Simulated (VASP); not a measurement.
Input of a VASP 6.6.1 run:

Contents of INCAR:

```
PREC = Accurate
ENCUT = 500
EDIFF = 1E-6
ISMEAR = 0
SIGMA = 0.05
LREAL = F
LASPH = T
NELM = 120
ALGO = Normal
ISIF = 2
LWAVE = F
LCHARG = T
GGA = PE
LELF = T
LVHAR = T
NBANDS = 19
ISYM = 0
GGA_COMPAT = F
```

KPOINTS

```
Automatic mesh
0
Gamma
  8 8 8
```

POSCAR

```
K2S
1.0
    0.0000000000      3.7314651785      3.7314651785
    3.7314651785      0.0000000000      3.7314651785
    3.7314651785      3.7314651785      0.0000000000
K S
2 1
Direct
    0.2500000000      0.2500000000      0.2500000000
    0.7500000000      0.7500000000      0.7500000000
    0.0000000000      0.0000000000      0.0000000000
```

Potentials or basis: VASP PAW PBE potentials, release 64 (K_sv, S).

Launch:

```console
$ cat potpaw_PBE.64/K_sv/POTCAR potpaw_PBE.64/S/POTCAR > POTCAR
$ mpirun -np 1 vasp_std > vasp.out
```

Q: What does it give for the pressure?

A: 0.0 GPa.

Q: What does it give for the band gap on the k mesh?

A: 2.32 eV (least direct gap 2.49 eV).

A k mesh can miss the band edges.
